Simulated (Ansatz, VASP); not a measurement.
## Two plane-wave programs on CaS

File INCAR:

```
SYSTEM = CaS
PREC = Accurate
ENCUT = 500
EDIFF = 1E-6
ISMEAR = 0
SIGMA = 0.01
LREAL = .FALSE.
LASPH = .TRUE.
NELM = 120
ALGO = Normal
ISIF = 2
LWAVE = .FALSE.
LCHARG = .FALSE.
GGA = RP
NBANDS = 15
GGA_COMPAT = .FALSE.
```

The input KPOINTS:

```
Automatic mesh
0
G
  5 5 5
  0 0 0
```

The input POSCAR:

```
CaS
1.0
    0.0000000000      2.8618283633      2.8618283633
    2.8618283633      0.0000000000      2.8618283633
    2.8618283633      2.8618283633      0.0000000000
Ca S
1 1
Direct
    0.0000000000      0.0000000000      0.0000000000
    0.5000000000      0.5000000000      0.5000000000
```

Input for Ansatz:

```yaml
crystal:
  lattice:
    - [0.0, 2.8618283632794013, 2.8618283632794013]
    - [2.8618283632794013, 0.0, 2.8618283632794013]
    - [2.8618283632794013, 2.8618283632794013, 0.0]
  atoms:
    - { symbol: Ca, position: [0.0, 0.0, 0.0] }
    - { symbol: S, position: [0.5, 0.5, 0.5] }
basis:
  ecutwfc: 630.0
  ecutrho_ratio: 6
kpoints:
  mp_grid:
    grid: [5, 5, 5]
hamiltonian:
  xc: rpbe
scf:
  lower_state_search: light
  mixing:
    algorithm: broyden
    preconditioner: kerker
  occupations:
    method: fixed
output:
  stress: true
```

Alike in both runs: task single point; functional RPBE; k mesh 5 × 5 × 5; no spin polarisation.

```csv
,VASP,Ansatz
version,VASP 6.6.1,Ansatz 0.2.0
potentials or method,"VASP PAW PBE potentials, release 64 (Ca_sv, S), cutoff 500 eV","plane waves, PAW"
occupations,"gaussian, width 0.01 eV",fixed
valence electrons in the cell,16,16
```

VASP gave:

```
pressure (GPa) : 2.0
```

Q: What did Ansatz give for the same quantities?

A: Pressure (GPa): 1.8.

VASP's potentials were made for PBE, not for RPBE.
